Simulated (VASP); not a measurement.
# GaAs (F-43m) in VASP: settings compared, part 2 of 2

VASP 6.6.1. Earlier steps stand in the parts before.

## (5) Relaxation of cell and atoms, PBEsol

This run uses another cell than the first one, of 23.68 Å³/atom, 1.042 times its volume.

File INCAR:

```
SYSTEM = GaAs
ALGO = Normal
EDIFF = 1E-6
EDIFFG = -0.005
ENCUT = 600
GGA = PS
IBRION = 2
ISIF = 3
ISMEAR = -1
LASPH = .TRUE.
LCHARG = .FALSE.
LREAL = .FALSE.
LWAVE = .FALSE.
NELM = 100
NSW = 80
PREC = Accurate
SIGMA = 0.02
```

File KPOINTS:

```
k-points
0
G
  8 8 8
  0 0 0
```

File POSCAR:

```
GaAs
1.0
    0.0000000000      2.8718185932      2.8718185932
    2.8718185932      0.0000000000      2.8718185932
    2.8718185932      2.8718185932      0.0000000000
Ga As
1 1
Direct
    0.0000000000      0.0000000000      0.0000000000
    0.2500000000      0.2500000000      0.2500000000
```

Started as:

```
> cat potpaw_PBE.64/Ga_d/POTCAR potpaw_PBE.64/As/POTCAR > POTCAR
> mpirun -np 1 vasp_std > vasp.out
```

Run time: 36 s. Hardware: 1 thread of Intel Xeon Platinum 8488C (Sapphire Rapids), shared host; peak memory 0.19 GiB.

The run converged. Its results:

```
Free energy                            : -9.0877 eV
Relaxed volume                         : 22.69 Å³/atom
Relaxed cell                           : a = 4.004 Å, b = 4.004 Å, c = 4.004 Å, α = 60.00°, β = 60.00°, γ = 60.00°
Space group after relaxing (to 0.05 Å) : F-43m (No. 216)
Energy gained by relaxing              : 8.7 meV/atom
Ionic steps                            : 3
Pressure after relaxing                : 0.0 GPa
Band gap on the k mesh                 : 0.42 eV, direct
```

Step by step:
```
step  energy change (eV)  largest force (eV/Å)  pressure (GPa)  volume (Å³)
   1              0.0000                0.0000           -2.69        47.37
   2             -0.0150                0.0000            1.08        44.69
   3             -0.0173                0.0000            0.03        45.38
```

Final structure:
```
Ga As
1.0
     0.00000    2.83110    2.83110
     2.83110    0.00000    2.83110
     2.83110    2.83110    0.00000
Ga As
1 1
Cartesian
  0.0000 0.0000 0.0000
  1.4156 1.4156 1.4156
```

Levels at points of the mesh, in eV from the valence-band top:
| k point | band 6 | band 7 | band 8 | band 9 | band 10 | band 11 | band 12 | band 13 |
| --- | --- | --- | --- | --- | --- | --- | --- | --- |
| (0.00, 0.00, 0.00) | -12.72 | 0.00 | 0.00 | 0.00 | 0.42 | 3.69 | 3.69 | 3.69 |
| (0.50, 0.00, 0.00) | -10.96 | -6.66 | -1.14 | -1.14 | 0.92 | 4.58 | 4.58 | 7.58 |
| (0.50, 0.50, 0.00) | -10.22 | -6.83 | -2.68 | -2.68 | 1.36 | 1.57 | 10.09 | 10.09 |

Caveat: the PAW data sets were made with another functional, which shifts forces and pressure a little.

## (6) Relaxation of cell and atoms, LDA

This run uses another cell than the first one, of 23.68 Å³/atom, 1.042 times its volume.

File INCAR:

```
SYSTEM = GaAs
ALGO = Normal ; EDIFF = 1E-6
EDIFFG = -0.005 ; ENCUT = 600
GGA = CA ; IBRION = 2
ISIF = 3 ; ISMEAR = -1
LASPH = .TRUE. ; LCHARG = .FALSE.
LREAL = .FALSE. ; LWAVE = .FALSE.
NELM = 80 ; NSW = 80
PREC = Accurate ; SIGMA = 0.02
```

KPOINTS is that of step 5.

POSCAR is that of step 5.

Potentials or basis: VASP PAW LDA potentials, release 64 (Ga_d, As).

Started as:

```
> cat potpaw_LDA.64/Ga_d/POTCAR potpaw_LDA.64/As/POTCAR > POTCAR
> mpirun -np 1 vasp_std > vasp.out
```

OUTCAR:

```text
SYSTEM = GaAs
   EDIFF = 1E-6
   EDIFFG = -0.005
   ENCUT = 600
   GGA = CA
   IBRION = 2
   ISIF = 3
   ISMEAR = -1
   LASPH = .TRUE.
   LREAL = .FALSE.
   NELM = 80
   NSW = 80
   PREC = Accurate

 ion  position               nearest neighbor table
   1  0.000  0.000  0.000-   2 2.49   2 2.49   2 2.49   2 2.49
   2  0.250  0.250  0.250-   1 2.49   1 2.49   1 2.49   1 2.49

  LATTYP: Found a face centered cubic cell.
 ALAT       =     5.7436371864

  Lattice vectors:

 A1 = (   0.0000000000,   2.8718185932,   2.8718185932)
 A2 = (   2.8718185932,   0.0000000000,   2.8718185932)
 A3 = (   2.8718185932,   2.8718185932,   0.0000000000)

Analysis of symmetry for initial positions (statically):
=====================================================================
 Subroutine PRICEL returns:
 Original cell was already a primitive cell.

 Routine SETGRP: Setting up the symmetry group for a
 face centered cubic supercell.

 Subroutine GETGRP returns: Found 24 space group operations
 (whereof 24 operations were pure point group operations)
 out of a pool of 48 trial point group operations.

The static configuration has the point symmetry T_d .

Analysis of symmetry for dynamics (positions and initial velocities):
=====================================================================
 Subroutine PRICEL returns:
 Original cell was already a primitive cell.

 Routine SETGRP: Setting up the symmetry group for a
 face centered cubic supercell.

 Subroutine GETGRP returns: Found 24 space group operations
 (whereof 24 operations were pure point group operations)
 out of a pool of 48 trial point group operations.

The dynamic configuration has the point symmetry T_d .

 Subroutine INISYM returns: Found 24 space group operations
 (whereof 24 operations are pure point group operations),
 and found     1 'primitive' translations

----------------------------------------------------------------------------------------

                                     Primitive cell

  volume of cell :      47.3697

  direct lattice vectors                    reciprocal lattice vectors
     0.000000000  2.871818593  2.871818593    -0.174105705  0.174105705  0.174105705
     2.871818593  0.000000000  2.871818593     0.174105705 -0.174105705  0.174105705
     2.871818593  2.871818593  0.000000000     0.174105705  0.174105705 -0.174105705

  length of vectors
     4.061364803  4.061364803  4.061364803     0.301559926  0.301559926  0.301559926

  position of ions in fractional coordinates (direct lattice)
     0.000000000  0.000000000  0.000000000
     0.250000000  0.250000000  0.250000000

  ion indices of the primitive-cell ions
   primitive index   ion index
                 1           1
                 2           2

----------------------------------------------------------------------------------------

 KPOINTS: k-points

Automatic generation of k-mesh.
 Grid dimensions read from file:
 generate k-points for:    8    8    8

 Generating k-lattice:

  Cartesian coordinates                     Fractional coordinates (reciprocal lattice)
    -0.021763213  0.021763213  0.021763213     0.125000000  0.000000000  0.000000000
     0.021763213 -0.021763213  0.021763213     0.000000000  0.125000000  0.000000000
     0.021763213  0.021763213 -0.021763213     0.000000000  0.000000000  0.125000000

  Length of vectors
     0.037694991  0.037694991  0.037694991

  Shift w.r.t. Gamma in fractional coordinates (k-lattice)
     0.000000000  0.000000000  0.000000000

 Subroutine IBZKPT returns following result:
 ===========================================

 Found     29 irreducible k-points:

 Following reciprocal coordinates:
            Coordinates               Weight
  0.000000  0.000000  0.000000      1.000000
  0.125000  0.000000  0.000000      8.000000
  0.250000  0.000000  0.000000      8.000000
  0.375000  0.000000  0.000000      8.000000
  0.500000  0.000000  0.000000      4.000000
  0.125000  0.125000  0.000000      6.000000
[... 16 lines left out ...]
  0.500000  0.250000  0.125000     48.000000
 -0.375000  0.250000  0.125000     24.000000
 [... further k-points ...]
   k-points           NKPTS =     29   k-points in BZ     NKDIM =     29   number of bands    NBANDS=     13
   number of dos      NEDOS =    301   number of ions     NIONS =      2
   total plane-waves  NPLWV =  32768
   dimension x,y,z NGX =    32 NGY =   32 NGZ =   32
   dimension x,y,z NGXF=    64 NGYF=   64 NGZF=   64
   ions per type =               1   1
   NGX,Y,Z   is equivalent  to a cutoff of  13.10, 13.10, 13.10 a.u.
   NGXF,Y,Z  is equivalent  to a cutoff of  26.20, 26.20, 26.20 a.u.
 SYSTEM =  GaAs
   PREC   = accura    normal or accurate (medium, high low for compatibility)
   ISTART =      0    job   : 0-new  1-cont  2-samecut
   ICHARG =      2    charge: 1-file 2-atom 10-const
   ISPIN  =      1    spin polarized calculation?
   LNONCOLLINEAR =      F non collinear calculations
   LSORBIT =      F    spin-orbit coupling
   LASPH  =      T    aspherical Exc in radial PAW
   ENCUT  =  600.0 eV  44.10 Ry    6.64 a.u.   8.11  8.11  8.11*2*pi/ulx,y,z
   NELM   =     80;   NELMIN=  2; NELMDL= -5     # of ELM steps
   EDIFF  = 0.1E-05   stopping-criterion for ELM
   LREAL  =      F    real-space projection
   EDIFFG = -.5E-02   stopping-criterion for IOM
   NSW    =     80    number of steps for IOM
   IBRION =      2    ionic relax: 0-MD 1-quasi-New 2-CG
   NFREE  =      1    steps in history (QN), initial steepest desc. (CG)
   ISIF   =      3    stress and relaxation
   ISYM   =      2    0-nonsym 1-usesym 2-fastsym
   POTIM  = 0.5000    time-step for ionic-motion
   TEBEG  =    0.0;   TEEND  =   0.0 temperature during run
   PSTRESS=    0.0 pullay stress
   NELECT =      18.0000    total number of electrons
   NUPDOWN=      -1.0000    fix difference up-down
   EMIN   =  10.00;   EMAX   =-10.00  energy-range for DOS
   EFERMI =   0.00;   METHOD = LEGACY
   ISMEAR =    -1;   SIGMA  =   0.02  broadening in eV -4-tet -1-fermi 0-gaus
   EFERMI_NEDOS =   21; number of points for ismear=-14 and -15
   IALGO  =     38    algorithm
   IMIX   =      4    mixing-type and parameters
     AMIX     =   0.40;   BMIX     =  1.00
     AMIX_MAG =   1.60;   BMIX_MAG =  1.00
  volume/ion in A,a.u.               =      23.68       159.83
  Fermi-wavevector in a.u.,A,eV,Ry     =   1.185765  2.240771 19.130320  1.406039
  Thomas-Fermi vector in A             =   2.321952
   LORBIT       =      0    0 simple, 1 ext, 2 COOP (PROOUT), +10 PAW based schemes
   GGA     = CA    functional components
   LHFCALC =     F    Hartree Fock is set to
   AEXX    =    0.0000 exact exchange contribution
   IVDW    =     0    specifies the selected vdW correction
   LEPSILON=     F    determine dielectric tensor
   LRPA    =     F    only Hartree local field effects (RPA)
 conjugate gradient relaxation of ions
 non-spin polarized calculation
  energy-cutoff  :      600.00
  volume of cell :       47.37
 maximum number of plane-waves:      1604
   NGX = 17   NGY = 17   NGZ = 17

--------------------------------------- Ionic step        1  -------------------------------------------

 number of electron      17.9999996 magnetization

 Free energy of the ion-electron system (eV)
  ---------------------------------------------------
  ext. energy  EPLUGINS =         0.00000000
  ---------------------------------------------------
  free energy    TOTEN  =        -9.58951680 eV

  energy without entropy =       -9.58934399  energy(sigma->0) =       -9.58943040

 E-fermi :   3.3802     XC(G=0):  -9.7051

 val. band max:        3.3616202340   @ k =   0.0000   0.0000   0.0000
 cond. band min:       4.0957093791   @ k =   0.5000   0.0000   0.0000
 fundamental gap:      0.7340891452
 Fermi energy:         3.3801680731
[... 878 lines left out ...]
  FREE ENERGIE OF THE ION-ELECTRON SYSTEM (eV)
  ---------------------------------------------------
  free  energy   TOTEN  =        -9.6373992579 eV

  energy  without entropy=       -9.6373992468  energy(sigma->0) =       -9.63739925

[... ionic steps 4 to 7 ...]

--------------------------------------- Ionic step        8  -------------------------------------------

 number of electron      18.0000006 magnetization

------------------------ aborting loop because EDIFF is reached ----------------------------------------
[... 67 lines left out ...]
--------------------------------------- Ionic step       10  -------------------------------------------

 number of electron      18.0000006 magnetization

 Free energy of the ion-electron system (eV)
  ---------------------------------------------------
  ext. energy  EPLUGINS =         0.00000000
  ---------------------------------------------------
  free energy    TOTEN  =        -9.63739574 eV

  energy without entropy =       -9.63739572  energy(sigma->0) =       -9.63739573

 E-fermi :   4.2822     XC(G=0): -10.0117

 val. band max:        4.0203112625   @ k =   0.0000   0.0000   0.0000
 cond. band min:       4.5221115801   @ k =   0.0000   0.0000   0.0000
 fundamental gap:      0.5018003175
 Fermi energy:         4.2821720057
[... 413 lines left out ...]
  FREE ENERGIE OF THE ION-ELECTRON SYSTEM (eV)
  ---------------------------------------------------
  free  energy   TOTEN  =        -9.6373957366 eV

  energy  without entropy=       -9.6373957235  energy(sigma->0) =       -9.63739573

 reached required accuracy - stopping structural energy minimisation
```

OSZICAR:

```text
N       E                     dE             d eps       ncg     rms          rms(c)
DAV:   1     0.864802324144E+02    0.86480E+02   -0.98670E+03   754   0.202E+03
DAV:   2    -0.224310143453E+01   -0.88723E+02   -0.85895E+02   809   0.355E+02
DAV:   3    -0.965254958174E+01   -0.74094E+01   -0.73253E+01   944   0.821E+01
DAV:   4    -0.979833179411E+01   -0.14578E+00   -0.14569E+00   895   0.127E+01
[... 56 lines left out ...]
   9 F= -.96373940E+01 E0= -.96373940E+01  d E =-.189385E-05
       N       E                     dE             d eps       ncg     rms          rms(c)
DAV:   1    -0.963739831727E+01   -0.37881E-05   -0.28712E-05   984   0.111E-01    0.933E-03
DAV:   2    -0.963739630433E+01    0.20129E-05   -0.32688E-06   649   0.445E-02    0.434E-03
DAV:   3    -0.963739573658E+01    0.56776E-06   -0.59344E-07   412   0.160E-02
  10 F= -.96373957E+01 E0= -.96373957E+01  d E =-.361044E-05
```

CONTCAR:

```text
GaAs
   1.00000000000000
    -0.0000000000000000    2.8056637106750766    2.8056637106750766
     2.8056637106750766    0.0000000000000000    2.8056637106750766
     2.8056637106750766    2.8056637106750766    0.0000000000000000
  Ga              As
     1     1
Direct
     0.0000000000000000    0.0000000000000000    0.0000000000000000
     0.2500000000000000    0.2500000000000000    0.2500000000000000

  0.00000000E+00  0.00000000E+00  0.00000000E+00
  0.00000000E+00  0.00000000E+00  0.00000000E+00
```

It took 48 s on 1 thread of AMD EPYC 7R13 (Zen 3), shared host; peak memory 0.15 GiB.

What came out:

| Quantity | Value |
| --- | --- |
| Free energy | -9.6374 eV |
| Relaxed volume | 22.09 Å³/atom |
| Relaxed cell | a = 3.968 Å, b = 3.968 Å, c = 3.968 Å, α = 60.00°, β = 60.00°, γ = 60.00° |
| Space group after relaxing (to 0.05 Å) | F-43m (No. 216) |
| Energy gained by relaxing | 23.9 meV/atom |
| Ionic steps | 10 |
| Pressure after relaxing | 0.0 GPa |
| Band gap on the k mesh | 0.50 eV, direct |

The path:
```tsv
step	energy change (eV)	largest force (eV/Å)	pressure (GPa)	volume (Å³)
1	0.0000	0.0000	-4.40	47.37
2	-0.0413	0.0000	1.97	43.05
3	-0.0479	0.0000	0.04	44.13
4	-0.0479	0.0000	-0.13	44.19
5	-0.0479	0.0000	-0.10	44.19
6	-0.0479	0.0000	-0.04	44.18
7	-0.0479	0.0000	-0.06	44.18
8	-0.0479	0.0000	-0.07	44.18
9	-0.0479	0.0000	-0.07	44.18
10	-0.0479	0.0000	0.01	44.17
```

Final structure:
```cif
data_structure
_symmetry_space_group_name_H-M 'P 1'
_symmetry_Int_Tables_number 1
_cell_length_a 3.9678
_cell_length_b 3.9678
_cell_length_c 3.9678
_cell_angle_alpha 60.000
_cell_angle_beta 60.000
_cell_angle_gamma 60.000
_cell_volume 44.17
loop_
_atom_site_label
_atom_site_type_symbol
_atom_site_fract_x
_atom_site_fract_y
_atom_site_fract_z
_atom_site_occupancy
Ga1 Ga 0.00000 0.00000 0.00000 1
As1 As 0.25000 0.25000 0.25000 1
```

Levels at points of the mesh, in eV from the valence-band top:
| k point | band 5 | band 6 | band 7 | band 8 | band 9 | band 10 | band 11 | band 12 | band 13 |
| --- | --- | --- | --- | --- | --- | --- | --- | --- | --- |
| (0.00, 0.00, 0.00) | -14.89 | -12.93 | 0.00 | 0.00 | 0.00 | 0.50 | 3.68 | 3.68 | 3.68 |
| (0.50, 0.00, 0.00) | -14.89 | -11.09 | -6.82 | -1.18 | -1.18 | 0.93 | 4.59 | 4.59 | 7.59 |
| (0.50, 0.50, 0.00) | -14.88 | -10.32 | -6.98 | -2.77 | -2.77 | 1.30 | 1.54 | 10.22 | 10.22 |

A k mesh can miss the band edges. LDA gaps usually lie below the measured ones, often by a third to a half.

## (7) Overview

```tsv
task	level	potentials or basis	cell	cutoff (eV)	smearing	gap on the mesh (eV)	pressure (GPa)	relaxed volume (Å³/atom)
single point	r2SCAN	VASP PAW PBE potentials, release 64 (Ga_d, As)	a = 4.007 Å, angles 60.0°, 2 atoms	520	fermi-dirac 0.02 eV	0.94	0.1	-
single point	r2SCAN	VASP PAW PBE potentials, release 64 (Ga_d, As)	a = 4.007 Å, angles 60.0°, 2 atoms	520	gaussian 0.01 eV	0.94	0.1	-
relaxation of cell and atoms	PBE	VASP PAW PBE potentials, release 64 (Ga_d, As)	relaxed from a = 3.881 Å, angles 60.0°, 2 atoms	600	fermi-dirac 0.02 eV	0.15	0.0	23.76
relaxation of cell and atoms	PBEsol	VASP PAW PBE potentials, release 64 (Ga_d, As)	relaxed from a = 4.061 Å, angles 60.0°, 2 atoms	600	fermi-dirac 0.02 eV	0.42	0.0	22.69
relaxation of cell and atoms	LDA	VASP PAW LDA potentials, release 64 (Ga_d, As)	relaxed from a = 4.061 Å, angles 60.0°, 2 atoms	600	fermi-dirac 0.02 eV	0.50	0.0	22.09
```

Alike in all rows: no spin polarisation; k mesh 8 × 8 × 8.

Caveats: the PAW data sets were made with another functional, which shifts forces and pressure a little (some runs).

Absolute energies hang on the potentials; compare differences alone.
